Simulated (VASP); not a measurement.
A run of VASP 6.6.1:

File INCAR:

```
PREC = Accurate
ENCUT = 520
EDIFF = 1E-7
ISMEAR = 0
SIGMA = 0.2
LREAL = False
LASPH = True
NELM = 60
ALGO = Normal
ISIF = 2
LWAVE = False
LCHARG = False
GGA = PE
NBANDS = 33
```

KPOINTS

```
Automatic mesh
0
Gamma
  4 4 3
```

The input POSCAR:

```
Pd4Pt
1.0
    4.3060262849      0.0000000000      0.0000000000
   -2.1530131425      3.7291281521      0.0000000000
    0.0000000000      0.0000000000      5.4070556384
Pd Pt
4 1
Direct
    0.3333333333      0.6666666667      0.1544426856
    0.6666666667      0.3333333333      0.8455573144
    0.3333333333      0.6666666667      0.6444223461
    0.6666666667      0.3333333333      0.3555776539
    0.0000000000      0.0000000000      0.0000000000
```

Potentials or basis: VASP PAW PBE potentials, release 64 (Pd, Pt).

The run is started by

```sh
$ cat potpaw_PBE.64/Pd/POTCAR potpaw_PBE.64/Pt/POTCAR > POTCAR
$ mpirun -np 1 vasp_std > vasp.out
```

Hardware: 1 thread of Intel Xeon 8259CL (shared host).

Question: Estimate the wall time of this run.

Answer: Wall time 46 s on 1 thread of Intel Xeon 8259CL, with other jobs on the host, peak memory 0.2 GiB. Counts: scf iterations 16, k points 9.
